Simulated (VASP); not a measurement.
Crystal: TiO2 (rutile type).

```
CELL_PARAMETERS angstrom
4.49644 0.00000 0.00000
0.00000 4.49644 0.00000
0.00000 0.00000 2.96765
ATOMIC_POSITIONS crystal
Ti 0.00000 0.00000 0.00000
Ti 0.50000 0.50000 0.50000
O 0.30500 0.30500 0.00000
O 0.69500 0.69500 0.00000
O 0.80500 0.19500 0.50000
O 0.19500 0.80500 0.50000
```

| Property | Result |
| --- | --- |
| Program | VASP 6.6.1 |
| Task | relaxation of cell and atoms |
| Functional | LDA |
| Potentials or basis | VASP PAW LDA potentials, release 64 (Ti_sv, O) |
| Cutoff | 600 eV |
| k mesh | 8 × 8 × 11 |
| Occupations | fermi-dirac, width 0.1 eV |
| Spin | no spin polarisation |

At the start: pressure 1.6 GPa; volume 10.00 Å³/atom.

Problem. Where does the relaxation end?

Solution. Over 7 steps the energy falls by 5.1 meV/atom and the volume is 10.09 Å³/atom (+0.9 %); space group P4_2/mnm (No. 136, to 0.1 Å) before and after.

The path:
```
step  energy change (eV)  largest force (eV/Å)  pressure (GPa)  volume (Å³)
   1              0.0000                0.1550            1.63        60.00
   2             -0.0270                0.0386           -1.64        60.88
   3             -0.0270                0.0453           -1.74        60.91
   4             -0.0263                0.0389            1.96        60.18
   5             -0.0304                0.0075            0.01        60.56
   6             -0.0304                0.0081           -0.04        60.56
   7             -0.0304                0.0004           -0.02        60.56
```

Final structure:
```yaml
crystal:
  lattice:
    - [4.55233, 0.00000, 0.00000]
    - [0.00000, 4.55233, 0.00000]
    - [0.00000, 0.00000, 2.92228]
  atoms:
    - { symbol: Ti, position: [0.00000, 0.00000, 0.00000] }
    - { symbol: Ti, position: [0.50000, 0.50000, 0.50000] }
    - { symbol: O, position: [0.30385, 0.30385, 0.00000] }
    - { symbol: O, position: [0.69615, 0.69615, 0.00000] }
    - { symbol: O, position: [0.80385, 0.19615, 0.50000] }
    - { symbol: O, position: [0.19615, 0.80385, 0.50000] }
```
